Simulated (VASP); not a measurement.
Set up this calculation in VASP 6.6.1, as the native input.

```
Task                   : single point
Functional             : PBE
Potentials or basis    : VASP PAW PBE potentials, release 64 (Rb_sv, Ga_d, As, O)
Cutoff                 : 520 eV
k mesh                 : 8 × 8 × 8
Occupations            : gaussian, width 0.1 eV
Spin                   : no spin polarisation
Dipole correction      : no
Further INCAR settings : ALGO = Fast; EDIFF = 1e-07; NBANDS = 34
```

The structure of RbGaAsO4 lies in POSCAR:

```
RbGaAsO4
1.0
    0.0000000000      4.2349467859      4.2349467859
    4.2349467859      0.0000000000      4.2349467859
    4.2349467859      4.2349467859      0.0000000000
Rb Ga As O
1 1 1 4
Direct
    0.0000000000      0.0000000000      0.0000000000
    0.7500000000      0.7500000000      0.7500000000
    0.5000000000      0.5000000000      0.5000000000
    0.1346799289      0.6217733570      0.6217733570
    0.6217733570      0.1346799289      0.6217733570
    0.6217733570      0.6217733570      0.1346799289
    0.6217733570      0.6217733570      0.6217733570
```

The cell was generated, and may not be a known phase.

These files were run (other wordings do the same):

INCAR

```
PREC     = Accurate       # precision mode
ENCUT    = 520            # plane-wave cutoff, eV
EDIFF    = 1E-7           # SCF threshold, eV
ISMEAR   = 0              # smearing method
SIGMA    = 0.1            # smearing width, eV
LREAL    = False          # projectors in reciprocal space
LASPH    = True           # aspherical terms in the spheres
NELM     = 60             # most SCF steps
ALGO     = Fast           # electronic algorithm
ISIF     = 2              # what is computed and relaxed
LWAVE    = False          # write WAVECAR
LCHARG   = False          # write CHGCAR
GGA      = PE             # functional
NBANDS   = 34             # bands
```

KPOINTS

```
Automatic mesh
0
Gamma
  8 8 8
```

Potentials or basis: VASP PAW PBE potentials, release 64 (Rb_sv, Ga_d, As, O).

Launch:

```sh
$ cat potpaw_PBE.64/Rb_sv/POTCAR potpaw_PBE.64/Ga_d/POTCAR potpaw_PBE.64/As/POTCAR potpaw_PBE.64/O/POTCAR > POTCAR
$ mpirun -np 1 vasp_std > vasp.out
```

It gave:

```
Pressure               : 0.5 GPa
Largest force          : 0.136 eV/Å
Band gap on the k mesh : zero (an odd number of electrons rules out a gap without spin polarisation)
```

Caveat: an odd number of electrons without spin polarisation forces a metal; a magnetic or distorted state may lie lower.

It took 12 min on 1 thread of Oxide Virtual Turin-like Processor, on a shared host, peak memory 0.39 GiB.
